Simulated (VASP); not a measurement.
# Rb2WCl6 (Fm-3m) in VASP: single point with LDA+U

Aim: the single point of Rb2WCl6 with LDA+U.

All numbers are computed with VASP 6.6.1; they aren't measurements. Logs are shortened: lines on timing, memory, paths and dates and some standing lists are left out, and cuts for length are marked.

**1. The cell of the first run**

It takes space group Fm-3m (No. 225, cubic). Conventional cell: a = 9.957 Å, b = 9.957 Å, c = 9.957 Å, α = 90.00°, β = 90.00°, γ = 90.00°. Within 4.6 Å of Rb (site symmetry -43m) lie 12 Cl at 3.52 Å and 4 W at 4.31 Å. W (site symmetry m-3m) has 6 Cl at 2.44 Å within 3.2 Å. Cl (site symmetry 4mm) has 1 W at 2.44 Å within 3.2 Å.

**2. Single point, LDA+U, collinear spin, ferromagnetic start**

Contents of INCAR:

```
ALGO = Normal ; EDIFF = 1E-6
ENCUT = 520 ; ISIF = 2
ISMEAR = 0 ; ISPIN = 2
LASPH = T ; LCHARG = F
LDAU = T ; LDAUJ = 0 0.7 0
LDAUL = -1 2 -1 ; LDAUPRINT = 1
LDAUTYPE = 1 ; LDAUU = 0 4 0
LMAXMIX = 4 ; LORBIT = 11
LREAL = F ; LWAVE = F
MAGMOM = 0 0 2 0 0 0 0 0 0 ; NBANDS = 51
NELM = 150 ; PREC = Accurate
SIGMA = 0.05
```

Contents of KPOINTS:

```
k-points
0
Gamma
  4 4 4
```

Contents of POSCAR:

```
Rb2WCl6
1.0
    0.0000000000      4.9785010200      4.9785010200
    4.9785010200      0.0000000000      4.9785010200
    4.9785010200      4.9785010200      0.0000000000
Rb W Cl
2 1 6
Direct
    0.2500000000      0.2500000000      0.2500000000
    0.7500000000      0.7500000000      0.7500000000
    0.0000000000      0.0000000000      0.0000000000
    0.7550000000      0.2450000000      0.2450000000
    0.2450000000      0.7550000000      0.7550000000
    0.2450000000      0.7550000000      0.2450000000
    0.7550000000      0.2450000000      0.7550000000
    0.2450000000      0.2450000000      0.7550000000
    0.7550000000      0.7550000000      0.2450000000
```

Potentials or basis: VASP PAW LDA potentials, release 64 (Rb_sv, W_sv, Cl).

On the command line:

```bash
> cat potpaw_LDA.64/Rb_sv/POTCAR potpaw_LDA.64/W_sv/POTCAR potpaw_LDA.64/Cl/POTCAR > POTCAR
> mpirun -np 1 vasp_std > vasp.out
```

OUTCAR:

```text
EDIFF = 1E-6
   ENCUT = 520
   ISIF = 2
   ISMEAR = 0
   ISPIN = 2
   LASPH = T
   LORBIT = 11
   LREAL = F
   NELM = 150
   PREC = Accurate

 ion  position               nearest neighbor table
   1  0.250  0.250  0.250-   4 3.52   7 3.52   9 3.52   5 3.52   6 3.52   9 3.52   5 3.52   7 3.52
                             8 3.52   4 3.52   6 3.52   8 3.52   3 4.31   3 4.31   3 4.31   3 4.31
   2  0.750  0.750  0.750-   5 3.52   7 3.52   9 3.52   4 3.52   6 3.52   9 3.52   4 3.52   7 3.52
                             8 3.52   5 3.52   6 3.52   8 3.52   3 4.31   3 4.31   3 4.31   3 4.31
   3  0.000  0.000  0.000-   4 2.44   5 2.44   6 2.44   7 2.44   8 2.44   9 2.44   1 4.31   2 4.31
                             2 4.31   2 4.31   2 4.31   1 4.31   1 4.31   1 4.31
   4  0.755  0.245  0.245-   3 2.44   2 3.52   1 3.52   2 3.52   1 3.52
   5  0.245  0.755  0.755-   3 2.44   2 3.52   2 3.52   1 3.52   1 3.52
   6  0.245  0.755  0.245-   3 2.44   2 3.52   1 3.52   2 3.52   1 3.52
   7  0.755  0.245  0.755-   3 2.44   2 3.52   2 3.52   1 3.52   1 3.52
   8  0.245  0.245  0.755-   3 2.44   2 3.52   1 3.52   2 3.52   1 3.52
   9  0.755  0.755  0.245-   3 2.44   2 3.52   2 3.52   1 3.52   1 3.52

  LATTYP: Found a face centered cubic cell.
 ALAT       =     9.9570020400

  Lattice vectors:

 A1 = (   0.0000000000,   4.9785010200,   4.9785010200)
 A2 = (   4.9785010200,   0.0000000000,   4.9785010200)
 A3 = (   4.9785010200,   4.9785010200,   0.0000000000)

Analysis of symmetry for initial positions (statically):
=====================================================================
 Subroutine PRICEL returns:
 Original cell was already a primitive cell.

 Routine SETGRP: Setting up the symmetry group for a
 face centered cubic supercell.

 Subroutine GETGRP returns: Found 48 space group operations
 (whereof 48 operations were pure point group operations)
 out of a pool of 48 trial point group operations.

The static configuration has the point symmetry O_h .

Analysis of symmetry for dynamics (positions and initial velocities):
=====================================================================
 Subroutine PRICEL returns:
 Original cell was already a primitive cell.

 Routine SETGRP: Setting up the symmetry group for a
 face centered cubic supercell.

 Subroutine GETGRP returns: Found 48 space group operations
 (whereof 48 operations were pure point group operations)
 out of a pool of 48 trial point group operations.

The dynamic configuration has the point symmetry O_h .

Analysis of structural, dynamic, and magnetic symmetry:
=====================================================================
 Subroutine PRICEL returns:
 Original cell was already a primitive cell.

 Routine SETGRP: Setting up the symmetry group for a
 face centered cubic supercell.

 Subroutine GETGRP returns: Found 48 space group operations
 (whereof 48 operations were pure point group operations)
 out of a pool of 48 trial point group operations.

The overall configuration has the point symmetry O_h .

 Subroutine INISYM returns: Found 48 space group operations
 (whereof 48 operations are pure point group operations),
 and found     1 'primitive' translations

----------------------------------------------------------------------------------------

                                     Primitive cell

  volume of cell :     246.7890

  direct lattice vectors                    reciprocal lattice vectors
     0.000000000  4.978501020  4.978501020    -0.100431836  0.100431836  0.100431836
     4.978501020  0.000000000  4.978501020     0.100431836 -0.100431836  0.100431836
     4.978501020  4.978501020  0.000000000     0.100431836  0.100431836 -0.100431836

  length of vectors
     7.040663663  7.040663663  7.040663663     0.173953043  0.173953043  0.173953043

  position of ions in fractional coordinates (direct lattice)
     0.250000000  0.250000000  0.250000000
     0.750000000  0.750000000  0.750000000
     0.000000000  0.000000000  0.000000000
     0.755000000  0.245000000  0.245000000
     0.245000000  0.755000000  0.755000000
     0.245000000  0.755000000  0.245000000
     0.755000000  0.245000000  0.755000000
     0.245000000  0.245000000  0.755000000
     0.755000000  0.755000000  0.245000000

  ion indices of the primitive-cell ions
   primitive index   ion index
                 1           1
[... 69 lines left out ...]
   ISIF   =      2    stress and relaxation
   ISYM   =      2    0-nonsym 1-usesym 2-fastsym
   POTIM  = 0.5000    time-step for ionic-motion
   TEBEG  =    0.0;   TEEND  =   0.0 temperature during run
   PSTRESS=    0.0 pullay stress
   NELECT =      74.0000    total number of electrons
   NUPDOWN=      -1.0000    fix difference up-down
   EMIN   =  10.00;   EMAX   =-10.00  energy-range for DOS
   EFERMI =   0.00;   METHOD = LEGACY
   ISMEAR =     0;   SIGMA  =   0.05  broadening in eV -4-tet -1-fermi 0-gaus
   EFERMI_NEDOS =   21; number of points for ismear=-14 and -15
   IALGO  =     38    algorithm
   IMIX   =      4    mixing-type and parameters
     AMIX     =   0.40;   BMIX     =  1.00
     AMIX_MAG =   1.60;   BMIX_MAG =  1.00
  volume/ion in A,a.u.               =      27.42       185.05
  Fermi-wavevector in a.u.,A,eV,Ry     =   1.095747  2.070661 16.335980  1.200661
  Thomas-Fermi vector in A             =   2.232076
   LORBIT       =     11    0 simple, 1 ext, 2 COOP (PROOUT), +10 PAW based schemes
 LDA+U is selected, type is set to LDAUTYPE =  1
   angular momentum for each species LDAUL =    -1    2   -1
   U (eV)           for each species LDAUU =   0.0  4.0  0.0
   J (eV)           for each species LDAUJ =   0.0  0.7  0.0
   GGA     = CA    functional components
   LHFCALC =     F    Hartree Fock is set to
   AEXX    =    0.0000 exact exchange contribution
   IVDW    =     0    specifies the selected vdW correction
   LEPSILON=     F    determine dielectric tensor
   LRPA    =     F    only Hartree local field effects (RPA)
 spin polarized calculation
 Gauss-broadening in eV      SIGMA  =   0.05
  energy-cutoff  :      520.00
  volume of cell :      246.79
 maximum number of plane-waves:      6710
 NGX is ok and might be reduce to    54
   NGX = 27   NGY = 27   NGZ = 27

atom =   3  type =  2  l = 2

 onsite density matrix

spin component  1

  0.6002 -0.0000  0.0000  0.0000 -0.0000
 -0.0000  0.6002 -0.0000  0.0000 -0.0000
  0.0000 -0.0000  0.2722 -0.0000 -0.0000
  0.0000  0.0000 -0.0000  0.6002 -0.0000
 -0.0000 -0.0000 -0.0000 -0.0000  0.2722

spin component  2

  0.0825  0.0000 -0.0000 -0.0000 -0.0000
  0.0000  0.0825  0.0000 -0.0000  0.0000
 -0.0000  0.0000  0.2520  0.0000 -0.0000
 -0.0000 -0.0000  0.0000  0.0825 -0.0000
 -0.0000  0.0000 -0.0000 -0.0000  0.2520

 occupancies and eigenvectors

  o =  0.0825  v =  0.0000  0.0000  0.0000  0.0000  0.0000  0.0000  0.4794 -0.0000  0.8776 -0.0000      0.0000  0.0000  0.0000  0.0000  0.0000  0.0000  0.0000  0.0000  0.0000  0.0000
  o =  0.0825  v =  0.0000  0.0000  0.0000  0.0000  0.0000  0.0000 -0.8776 -0.0000  0.4794 -0.0000      0.0000  0.0000  0.0000  0.0000  0.0000  0.0000  0.0000  0.0000  0.0000  0.0000
  o =  0.0825  v =  0.0000  0.0000  0.0000  0.0000  0.0000  1.0000  0.0000  0.0000  0.0000  0.0000      0.0000  0.0000  0.0000  0.0000  0.0000  0.0000  0.0000  0.0000  0.0000  0.0000
  o =  0.2520  v =  0.0000  0.0000  0.0000  0.0000  0.0000  0.0000  0.0000  0.1034 -0.0000 -0.9946      0.0000  0.0000  0.0000  0.0000  0.0000  0.0000  0.0000  0.0000  0.0000  0.0000
  o =  0.2520  v =  0.0000  0.0000  0.0000  0.0000  0.0000  0.0000  0.0000  0.9946  0.0000  0.1034      0.0000  0.0000  0.0000  0.0000  0.0000  0.0000  0.0000  0.0000  0.0000  0.0000
  o =  0.2722  v =  0.0000  0.0000  0.0084  0.0000  1.0000  0.0000  0.0000  0.0000  0.0000  0.0000      0.0000  0.0000  0.0000  0.0000  0.0000  0.0000  0.0000  0.0000  0.0000  0.0000
  o =  0.2722  v =  0.0000 -0.0000  1.0000 -0.0000 -0.0084  0.0000  0.0000  0.0000  0.0000  0.0000      0.0000  0.0000  0.0000  0.0000  0.0000  0.0000  0.0000  0.0000  0.0000  0.0000
  o =  0.6002  v =  0.0000 -0.1692  0.0000 -0.9856  0.0000  0.0000  0.0000  0.0000  0.0000  0.0000      0.0000  0.0000  0.0000  0.0000  0.0000  0.0000  0.0000  0.0000  0.0000  0.0000
  o =  0.6002  v =  0.0000  0.9856 -0.0000 -0.1692 -0.0000  0.0000  0.0000  0.0000  0.0000  0.0000      0.0000  0.0000  0.0000  0.0000  0.0000  0.0000  0.0000  0.0000  0.0000  0.0000
  o =  0.6002  v =  1.0000  0.0000  0.0000  0.0000  0.0000  0.0000  0.0000  0.0000  0.0000  0.0000      0.0000  0.0000  0.0000  0.0000  0.0000  0.0000  0.0000  0.0000  0.0000  0.0000

 number of electron      73.9999990 magnetization       2.0000001

 Free energy of the ion-electron system (eV)
  ---------------------------------------------------
  ext. energy  EPLUGINS =         0.00000000
  ---------------------------------------------------
  free energy    TOTEN  =       -39.14911762 eV

  energy without entropy =      -39.14280422  energy(sigma->0) =      -39.14596092

 E-fermi :   1.4519     XC(G=0):  -8.9910

 val. band max:        1.4289529887   @ k =  -0.2500   0.2500   0.0000
 cond. band min:       1.5064691694   @ k =   0.5000   0.2500   0.0000
 fundamental gap:      0.0775161807
 Fermi energy:         1.4518728220

 spin component 1

 k-point     1 :       0.0000    0.0000    0.0000
  band No.  band energies     occupation
      1     -73.6250      1.00000
      2     -38.0837      1.00000
      3     -38.0837      1.00000
      4     -38.0837      1.00000
      5     -24.2030      1.00000
      6     -24.1957      1.00000
[... 405 lines left out ...]
     48       8.3423      0.00000
     49       8.5841      0.00000
 Fermi energy:         1.4518728220

 spin component 2

 k-point     1 :       0.0000    0.0000    0.0000
  band No.  band energies     occupation
      1     -72.9113      1.00000
      2     -37.1842      1.00000
      3     -37.1842      1.00000
      4     -37.1842      1.00000
      5     -24.2018      1.00000
      6     -24.1945      1.00000
[... 405 lines left out ...]
     48       8.4315      0.00000
     49       8.6254      0.00000
 [bands above 49 left out]

------------------------ aborting loop because EDIFF is reached ----------------------------------------

  FORCE on cell =-STRESS in cart. coord.  units (eV):
  Direction    XX          YY          ZZ          XY          YZ          ZX
  --------------------------------------------------------------------------------------
  -------------------------------------------------------------------------------------
  Total       -6.0750924     -6.0750924     -6.0750924      0.0000000      0.0000000      0.0000000
  in kB      -39.4400696    -39.4400696    -39.4400696      0.0000000      0.0000000      0.0000000
  external PRESSURE =     -39.4400696 kB  Pullay stress =       0.0000000 kB

 VOLUME and BASIS-vectors are now :
 -----------------------------------------------------------------------------
  energy-cutoff  :      520.00
  volume of cell :      246.79
      direct lattice vectors                 reciprocal lattice vectors
     0.000000000  4.978501020  4.978501020    -0.100431836  0.100431836  0.100431836
     4.978501020  0.000000000  4.978501020     0.100431836 -0.100431836  0.100431836
     4.978501020  4.978501020  0.000000000     0.100431836  0.100431836 -0.100431836

 POSITION                                       TOTAL-FORCE (eV/Angst)
 -----------------------------------------------------------------------------------
      2.48925      2.48925      2.48925         0.000000     -0.000000      0.000000
      7.46775      7.46775      7.46775         0.000000     -0.000000      0.000000
      0.00000      0.00000      0.00000         0.000000      0.000000      0.000000
      2.43947      4.97850      4.97850        -0.795896      0.000000      0.000000
      7.51754      4.97850      4.97850         0.795896      0.000000      0.000000
      4.97850      2.43947      4.97850         0.000000     -0.795896      0.000000
      4.97850      7.51754      4.97850         0.000000      0.795896      0.000000
      4.97850      4.97850      2.43947         0.000000      0.000000     -0.795896
      4.97850      4.97850      7.51754         0.000000      0.000000      0.795896
 -----------------------------------------------------------------------------------
    total drift:                                0.000000      0.000000      0.000000

  FREE ENERGIE OF THE ION-ELECTRON SYSTEM (eV)
  ---------------------------------------------------
  free  energy   TOTEN  =       -39.1491176235 eV

  energy  without entropy=      -39.1428042169  energy(sigma->0) =      -39.14596092

 total charge

# of ion       s       p       d       tot
------------------------------------------
    1        1.934   5.335   0.018   7.287
    2        1.934   5.335   0.018   7.287
    3        2.306   6.250   3.054  11.610
    4        1.596   3.493   0.000   5.089
    5        1.596   3.493   0.000   5.089
    6        1.596   3.493   0.000   5.089
    7        1.596   3.493   0.000   5.089
    8        1.596   3.493   0.000   5.089
    9        1.596   3.493   0.000   5.089
--------------------------------------------------
tot         15.752  37.876   3.090  56.718

 magnetization (x)

# of ion       s       p       d       tot
------------------------------------------
    1        0.000   0.000   0.000   0.001
    2        0.000   0.000   0.000   0.001
    3        0.018   0.013   1.580   1.610
    4       -0.000   0.000   0.000   0.000
    5       -0.000   0.000   0.000   0.000
    6       -0.000   0.000   0.000   0.000
    7       -0.000   0.000   0.000   0.000
    8       -0.000   0.000   0.000   0.000
    9       -0.000   0.000   0.000   0.000
--------------------------------------------------
tot          0.018   0.015   1.581   1.613
```

It took 4.5 min on 1 thread of Oxide Virtual Turin-like, shared host; peak memory 0.39 GiB.

What came out:

- Free energy: -39.1491 eV
- Pressure: -3.9 GPa
- Largest force: 0.796 eV/Å
- Band gap on the k mesh: zero (filled and empty bands overlap)
- Net moment: 2.00 μB per cell
- Site moments: Rb +0.00; W +1.61; Cl +0.00 μB
- Valence electrons inside the program's atomic spheres: Rb 7.29; W 11.61; Cl 5.09

Forces in eV/Å, atoms in the order of the input:
```
Rb   0.000  0.000  0.000
Rb   0.000  0.000  0.000
W    0.000  0.000  0.000
Cl  -0.796  0.000  0.000
Cl   0.796  0.000  0.000
Cl   0.000 -0.796  0.000
Cl   0.000  0.796  0.000
Cl   0.000  0.000 -0.796
Cl   0.000  0.000  0.796
```

Eigenvalues of the final occupation matrices:
```tsv
site	spin	trace	eigenvalues
site 3 d	1	2.34	0.27 0.27 0.60 0.60 0.60
site 3 d	2	0.75	0.08 0.08 0.08 0.25 0.25
```

Caveat: spin-orbit coupling is left out, which moves the levels of the heavy elements.
